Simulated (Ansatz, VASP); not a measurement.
## Two plane-wave programs on BN

```
B N
1.0
     2.52247    0.00000    0.00000
    -1.26124    2.18453    0.00000
     0.00000    0.00000    4.17518
B N
2 2
Direct
  0.66667 0.33333 0.99970
  0.33333 0.66667 0.49970
  0.66667 0.33333 0.62530
  0.33333 0.66667 0.12530
```

Alike in both runs: functional LDA; k mesh 9 × 9 × 6; occupations gaussian, width 0.1 eV; no spin polarisation.

Ansatz relaxed the structure, and its values are those at the end. VASP's run is a single point on that final structure, the one shown.

|  | VASP | Ansatz |
| --- | --- | --- |
| version | VASP 6.6.1 | Ansatz 0.2.0 |
| potentials or method | VASP PAW LDA potentials, release 64 (B, N), cutoff 600 eV | scalar-relativistic, plane waves, PAW |
| valence electrons in the cell | 16 | 16 |

```csv
,VASP,Ansatz,Ansatz less VASP
gap on the k mesh at the Fermi level (eV),4.90,4.92,+0.020
least direct gap on the mesh (eV),8.28,8.29,+0.006
pressure (GPa),0.9,0.0,-0.96
```

Ansatz warns that its potentials were made for another functional, while VASP's fit it. LDA's correlation is that of Perdew and Zunger in VASP and of Perdew and Wang (1992) in Ansatz.
